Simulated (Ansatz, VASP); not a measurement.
One calculation of CoOs2, two programs

```
Co Os
1.0
     4.23523    0.00000    0.00000
    -2.11762    3.66782    0.00000
     0.00000    0.00000    2.67831
Co Os
1 2
Direct
  0.00000 0.00000 0.00000
  0.33333 0.66667 0.50000
  0.66667 0.33333 0.50000
```

Alike in both runs: functional PBE; k mesh 6 × 6 × 6; occupations gaussian, width 0.1 eV; no spin polarisation.

Ansatz relaxed the structure, and its values are those at the end. VASP's run is a single point on that final structure, the one shown.

|  | VASP | Ansatz |
| --- | --- | --- |
| version | VASP 6.6.1 | Ansatz 0.2.0 |
| potentials or method | VASP PAW PBE potentials, release 64 (Co, Os), cutoff 520 eV | scalar-relativistic, plane waves, PAW |
| valence electrons in the cell | 25 | 49 |

```csv
,VASP,Ansatz,Ansatz less VASP
gap on the k mesh at the Fermi level (eV),none,none,-
pressure (GPa),-0.4,0.1,+0.45
```

A gap of «none» marks a metal or a gap that the smearing closes. VASP's potentials hold 25 valence electrons a cell and Ansatz's 49, so a difference there can come from the potentials and not from the codes.

The k mesh is coarse, so the values compare programs but aren't converged. Spin-orbit coupling is off throughout.
